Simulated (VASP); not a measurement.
# GaN (Cm) in VASP: a series of runs

Runs on GaN. Level: r2SCAN. Tasks: single point.

Everything below comes from runs of VASP 6.6.1. Logs are shortened: lines on timing, memory, paths and dates and some standing lists are left out, and cuts for length are marked.

## Step 1: The cell of the first run

The structure is monoclinic, space group Cm (No. 8). The conventional cell has a = 5.508 Å, b = 3.180 Å, c = 5.166 Å, α = 90.00°, β = 90.00°, γ = 90.00°. Within 2.5 Å of Ga (site symmetry m) lie 4 N at 1.87 to 2.02 Å. Within 2.5 Å of Ga (site symmetry m) lie 4 N at 1.89 to 2.02 Å. Within 2.5 Å of N (site symmetry m) lie 4 Ga at 1.89 to 2.02 Å. N (site symmetry m) has 4 Ga at 1.87 to 2.02 Å within 2.5 Å.

## Step 2: Single point, r2SCAN

Contents of POSCAR:

```
GaN
1.0
    3.1799996605      0.0000000000      0.0000000000
   -1.5899998303      2.7539604900      0.0000000000
    0.0000000000      0.0000000000      5.1660000000
Ga N
2 2
Direct
    0.3333333333      0.6666666667      0.0000000000
    0.6666666667      0.3333333333      0.5000000000
    0.3543703306      0.6771851653      0.3907777479
    0.6877036639      0.3438518319      0.8907777479
```

Contents of INCAR.step1:

```
ALGO     = Normal         # electronic algorithm
EDIFF    = 1E-4           # SCF threshold, eV
ENCUT    = 520            # plane-wave cutoff, eV
GGA      = PE             # functional
ISMEAR   = 0              # smearing method
LASPH    = True           # aspherical terms in the spheres
LCHARG   = False          # write CHGCAR
LREAL    = False          # projectors in reciprocal space
LWAVE    = True           # write WAVECAR
NBANDS   = 26             # bands
NELM     = 80             # most SCF steps
PREC     = Accurate       # precision mode
SIGMA    = 0.05           # smearing width, eV
```

Contents of INCAR.step2:

```
ALGO     = Normal         # electronic algorithm
EDIFF    = 1E-6           # SCF threshold, eV
ENCUT    = 520            # plane-wave cutoff, eV
ISIF     = 2              # what is computed and relaxed
ISMEAR   = 0              # smearing method
ISTART   = 1            
LASPH    = True           # aspherical terms in the spheres
LCHARG   = False          # write CHGCAR
LMIXTAU  = True         
LREAL    = False          # projectors in reciprocal space
LWAVE    = False          # write WAVECAR
METAGGA  = R2SCAN         # meta-GGA
NBANDS   = 26             # bands
NELM     = 80             # most SCF steps
PREC     = Accurate       # precision mode
SIGMA    = 0.05           # smearing width, eV
```

Contents of KPOINTS:

```
k-points
0
Gamma
  12 12 6
```

Potentials or basis: VASP PAW PBE potentials, release 64 (Ga_d, N).

Command:

```console
cat potpaw_PBE.64/Ga_d/POTCAR potpaw_PBE.64/N/POTCAR > POTCAR
cp INCAR.step1 INCAR
mpirun -np 1 vasp_std > vasp.out
cp INCAR.step2 INCAR
mpirun -np 1 vasp_std > vasp.out
```

OUTCAR:

```text
EDIFF = 1E-6
   ENCUT = 520
   ISIF = 2
   ISMEAR = 0
   ISTART = 1
   LASPH = True
   LREAL = False
   METAGGA = R2SCAN
   NELM = 80
   PREC = Accurate

 ion  position               nearest neighbor table
   1  0.333  0.667  0.000-   4 1.87   4 1.95   4 1.95   3 2.02
   2  0.667  0.333  0.500-   3 1.89   3 1.89   3 1.98   4 2.02
   3  0.354  0.677  0.391-   2 1.89   2 1.89   2 1.98   1 2.02
   4  0.688  0.344  0.891-   1 1.87   1 1.95   1 1.95   2 2.02

  LATTYP: Found a hexagonal cell.
 ALAT       =     3.1799996605
 C/A-ratio  =     1.6245284753

  Lattice vectors:

 A1 = (   3.1799996605,   0.0000000000,   0.0000000000)
 A2 = (  -1.5899998303,   2.7539604900,   0.0000000000)
 A3 = (   0.0000000000,   0.0000000000,   5.1660000000)

Analysis of symmetry for initial positions (statically):
=====================================================================
 Subroutine PRICEL returns:
 Original cell was already a primitive cell.

 Routine SETGRP: Setting up the symmetry group for a
 hexagonal supercell.

 Subroutine GETGRP returns: Found  2 space group operations
 (whereof  2 operations were pure point group operations)
 out of a pool of 24 trial point group operations.

The static configuration has the point symmetry C_1h.

Analysis of symmetry for dynamics (positions and initial velocities):
=====================================================================
 Subroutine PRICEL returns:
 Original cell was already a primitive cell.

 Routine SETGRP: Setting up the symmetry group for a
 hexagonal supercell.

 Subroutine GETGRP returns: Found  2 space group operations
 (whereof  2 operations were pure point group operations)
 out of a pool of 24 trial point group operations.

The dynamic configuration has the point symmetry C_1h.

 Subroutine INISYM returns: Found  2 space group operations
 (whereof  2 operations are pure point group operations),
 and found     1 'primitive' translations

----------------------------------------------------------------------------------------

                                     Primitive cell

  volume of cell :      45.2417

  direct lattice vectors                    reciprocal lattice vectors
     3.179999661  0.000000000  0.000000000     0.314465442  0.181556708  0.000000000
    -1.589999830  2.753960490  0.000000000     0.000000000  0.363113416  0.000000000
     0.000000000  0.000000000  5.166000000     0.000000000  0.000000000  0.193573364

  length of vectors
     3.179999661  3.179999661  5.166000000     0.363113416  0.363113416  0.193573364

  position of ions in fractional coordinates (direct lattice)
     0.333333333  0.666666667  0.000000000
     0.666666667  0.333333333  0.500000000
     0.354370331  0.677185165  0.390777748
     0.687703664  0.343851832  0.890777748

  ion indices of the primitive-cell ions
   primitive index   ion index
                 1           1
                 2           2
                 3           3
                 4           4

----------------------------------------------------------------------------------------

 KPOINTS: k-points

Automatic generation of k-mesh.
 Grid dimensions read from file:
 generate k-points for:   12   12    6

 Generating k-lattice:

  Cartesian coordinates                     Fractional coordinates (reciprocal lattice)
     0.026205454  0.015129726  0.000000000     0.083333333  0.000000000  0.000000000
     0.000000000  0.030259451  0.000000000     0.000000000  0.083333333  0.000000000
     0.000000000  0.000000000  0.032262227     0.000000000  0.000000000  0.166666667

  Length of vectors
     0.030259451  0.030259451  0.032262227

  Shift w.r.t. Gamma in fractional coordinates (k-lattice)
     0.000000000  0.000000000  0.000000000

 Subroutine IBZKPT returns following result:
 ===========================================

 Found    242 irreducible k-points:

 Following reciprocal coordinates:
            Coordinates               Weight
  0.000000  0.000000  0.000000      1.000000
  0.083333  0.000000  0.000000      2.000000
  0.000000  0.083333  0.000000      4.000000
  0.166667  0.000000  0.000000      2.000000
  0.000000  0.166667  0.000000      4.000000
  0.250000  0.000000  0.000000      2.000000
[... 16 lines left out ...]
 -0.083333  0.416667  0.000000      4.000000
 -0.416667  0.333333  0.000000      4.000000
 [... further k-points ...]
   k-points           NKPTS =    242   k-points in BZ     NKDIM =    242   number of bands    NBANDS=     26
   number of dos      NEDOS =    301   number of ions     NIONS =      4
   total plane-waves  NPLWV =  23040
   dimension x,y,z NGX =    24 NGY =   24 NGZ =   40
   dimension x,y,z NGXF=    48 NGYF=   48 NGZF=   80
   ions per type =               2   2
   NGX,Y,Z   is equivalent  to a cutoff of  12.55, 12.55, 12.87 a.u.
   NGXF,Y,Z  is equivalent  to a cutoff of  25.09, 25.09, 25.74 a.u.
 SYSTEM =  unknown system
   PREC   = accura    normal or accurate (medium, high low for compatibility)
   ISTART =      1    job   : 0-new  1-cont  2-samecut
   ICHARG =      0    charge: 1-file 2-atom 10-const
   ISPIN  =      1    spin polarized calculation?
   LNONCOLLINEAR =      F non collinear calculations
   LSORBIT =      F    spin-orbit coupling
   LASPH  =      T    aspherical Exc in radial PAW
   ENCUT  =  520.0 eV  38.22 Ry    6.18 a.u.   5.91  5.91  9.61*2*pi/ulx,y,z
   NELM   =     80;   NELMIN=  2; NELMDL=  0     # of ELM steps
   EDIFF  = 0.1E-05   stopping-criterion for ELM
   LREAL  =      F    real-space projection
[... 7 lines left out ...]
   TEBEG  =    0.0;   TEEND  =   0.0 temperature during run
   PSTRESS=    0.0 pullay stress
   NELECT =      36.0000    total number of electrons
   NUPDOWN=      -1.0000    fix difference up-down
   EMIN   =  10.00;   EMAX   =-10.00  energy-range for DOS
   EFERMI =   0.00;   METHOD = LEGACY
   ISMEAR =     0;   SIGMA  =   0.05  broadening in eV -4-tet -1-fermi 0-gaus
   EFERMI_NEDOS =   21; number of points for ismear=-14 and -15
   IALGO  =     38    algorithm
   IMIX   =      4    mixing-type and parameters
     AMIX     =   0.40;   BMIX     =  1.00
     AMIX_MAG =   1.60;   BMIX_MAG =  1.00
  volume/ion in A,a.u.               =      11.31        76.33
  Fermi-wavevector in a.u.,A,eV,Ry     =   1.517036  2.866783 31.312431  2.301399
  Thomas-Fermi vector in A             =   2.626346
   LORBIT       =      0    0 simple, 1 ext, 2 COOP (PROOUT), +10 PAW based schemes
   METAGGA = R2SCAN    functional components
   LHFCALC =     F    Hartree Fock is set to
   AEXX    =    0.0000 exact exchange contribution
   IVDW    =     0    specifies the selected vdW correction
   LEPSILON=     F    determine dielectric tensor
   LRPA    =     F    only Hartree local field effects (RPA)
 non-spin polarized calculation
 Gauss-broadening in eV      SIGMA  =   0.05
  energy-cutoff  :      520.00
  volume of cell :       45.24
 maximum number of plane-waves:      1236
   NGX = 11   NGY = 11   NGZ = 19

 number of electron      35.9999999 magnetization

 Free energy of the ion-electron system (eV)
  ---------------------------------------------------
  ext. energy  EPLUGINS =         0.00000000
  ---------------------------------------------------
  free energy    TOTEN  =       -43.71067443 eV

  energy without entropy =      -43.71067443  energy(sigma->0) =      -43.71067443

 E-fermi :   5.5502     XC(G=0): -12.6926

 val. band max:        5.2775388762   @ k =   0.0000   0.0000   0.0000
 cond. band min:       7.5657076725   @ k =   0.0000   0.0000   0.0000
 fundamental gap:      2.2881687963
 Fermi energy:         5.5501949105

 k-point     1 :       0.0000    0.0000    0.0000
  band No.  band energies     occupation
      1     -11.7295      2.00000
      2     -10.7420      2.00000
      3      -8.6849      2.00000
      4      -8.6788      2.00000
      5      -8.6423      2.00000
      6      -8.6207      2.00000
[... 18 lines left out ...]
     25      17.6285      0.00000
     26      17.6442      0.00000

 k-point     2 :       0.0833    0.0000    0.0000
  band No.  band energies     occupation
      1     -11.6585      2.00000
      2     -10.7178      2.00000
      3      -8.6771      2.00000
      4      -8.6729      2.00000
      5      -8.6206      2.00000
      6      -8.6053      2.00000
[... 18 lines left out ...]
     25      17.2910      0.00000
     26      17.8188      0.00000

 k-point     3 :       0.0000    0.0833    0.0000
  band No.  band energies     occupation
      1     -11.6583      2.00000
      2     -10.7175      2.00000
      3      -8.6897      2.00000
      4      -8.6588      2.00000
      5      -8.6205      2.00000
      6      -8.6093      2.00000
[... 18 lines left out ...]
     25      17.2714      0.00000
     26      17.8383      0.00000

 k-point     4 :       0.1667    0.0000    0.0000
  band No.  band energies     occupation
      1     -11.4634      2.00000
      2     -10.6568      2.00000
      3      -8.6549      2.00000
      4      -8.6426      2.00000
      5      -8.5827      2.00000
      6      -8.5606      2.00000
[... 18 lines left out ...]
     25      17.1874      0.00000
     26      18.2616      0.00000

 k-point     5 :       0.0000    0.1667    0.0000
  band No.  band energies     occupation
      1     -11.4627      2.00000
      2     -10.6555      2.00000
      3      -8.6713      2.00000
      4      -8.6265      2.00000
      5      -8.5834      2.00000
      6      -8.5616      2.00000
[... 18 lines left out ...]
     25      17.1609      0.00000
     26      18.2773      0.00000

 k-point     6 :       0.2500    0.0000    0.0000
  band No.  band energies     occupation
      1     -11.1981      2.00000
      2     -10.5861      2.00000
      3      -8.6240      2.00000
      4      -8.6092      2.00000
      5      -8.5223      2.00000
      6      -8.5030      2.00000
[... 427 lines left out ...]
 k-point    21 :      -0.3333    0.2500    0.0000
  band No.  band energies     occupation
      1     -11.0329      2.00000
      2     -10.5472      2.00000
      3      -8.6170      2.00000
      4      -8.5893      2.00000
      5      -8.4981      2.00000
      6      -8.4752      2.00000
[... 18 lines left out ...]
     25      17.0690      0.00000
     26      19.2583      0.00000

 k-point    22 :       0.3333    0.0833    0.0000
  band No.  band energies     occupation
      1     -10.8237      2.00000
      2     -10.5116      2.00000
      3      -8.6020      2.00000
      4      -8.5824      2.00000
      5      -8.4528      2.00000
      6      -8.4340      2.00000
[... 18 lines left out ...]
     25      17.5053      0.00000
     26      19.4650      0.00000

 k-point    23 :      -0.0833    0.4167    0.0000
  band No.  band energies     occupation
      1     -10.8208      2.00000
      2     -10.5070      2.00000
      3      -8.6085      2.00000
      4      -8.5789      2.00000
      5      -8.4531      2.00000
      6      -8.4369      2.00000
[... 18 lines left out ...]
     25      17.5041      0.00000
     26      19.4788      0.00000

 k-point    24 :      -0.4167    0.3333    0.0000
  band No.  band energies     occupation
      1     -10.8210      2.00000
      2     -10.5083      2.00000
      3      -8.6070      2.00000
      4      -8.5786      2.00000
      5      -8.4519      2.00000
      6      -8.4400      2.00000
[... 18 lines left out ...]
     25      17.5017      0.00000
     26      19.4744      0.00000

 [... further k-points ...]

------------------------ aborting loop because EDIFF is reached ----------------------------------------

  FORCE on cell =-STRESS in cart. coord.  units (eV):
  Direction    XX          YY          ZZ          XY          YZ          ZX
  --------------------------------------------------------------------------------------
  -------------------------------------------------------------------------------------
  Total        1.5629250      1.4859516     -0.4187861      0.0666609      0.3359083      0.5818742
  in kB       55.3489682     52.6230566    -14.8307701      2.3607087     11.8957591     20.6063218
  external PRESSURE =      31.0470849 kB  Pullay stress =       0.0000000 kB

 VOLUME and BASIS-vectors are now :
 -----------------------------------------------------------------------------
  energy-cutoff  :      520.00
  volume of cell :       45.24
      direct lattice vectors                 reciprocal lattice vectors
     3.179999661  0.000000000  0.000000000     0.314465442  0.181556708  0.000000000
    -1.589999830  2.753960490  0.000000000     0.000000000  0.363113416  0.000000000
     0.000000000  0.000000000  5.166000000     0.000000000  0.000000000  0.193573364

 POSITION                                       TOTAL-FORCE (eV/Angst)
 -----------------------------------------------------------------------------------
     -0.00000      1.83597      0.00000         0.875245      0.505323      0.784882
      1.59000      0.91799      2.58300         0.717684      0.414355      0.778100
      0.05017      1.86494      2.01876        -0.714867     -0.412729     -0.778065
      1.64017      0.94695      4.60176        -0.878061     -0.506949     -0.784916
 -----------------------------------------------------------------------------------
    total drift:                               -0.003762     -0.002168      0.008161

  FREE ENERGIE OF THE ION-ELECTRON SYSTEM (eV)
  ---------------------------------------------------
  free  energy   TOTEN  =       -43.7106744277 eV

  energy  without entropy=      -43.7106744277  energy(sigma->0) =      -43.71067443
```

It took 27 min on 1 thread of Oxide Virtual Turin-like, shared host; peak memory 0.31 GiB.

Results:

```
Free energy            : -43.7107 eV
Pressure               : 3.1 GPa
Largest force          : 1.282 eV/Å
Band gap on the k mesh : 2.29 eV
```

Forces in eV/Å, atoms in the order of the input:
```
Ga   0.875  0.505  0.785
Ga   0.718  0.414  0.778
N   -0.715 -0.413 -0.778
N   -0.878 -0.507 -0.785
```

Caveat: the cell differs from its parent crystal (all N atoms moved -0.100 Å, as atom 3 towards its neighbour atom 4 (N) at 3.169 Å); the stress differs along the axes, from -1 to 6 GPa; the PAW data sets were made with another functional, which shifts forces and pressure a little.

[end of part 1 of 2]
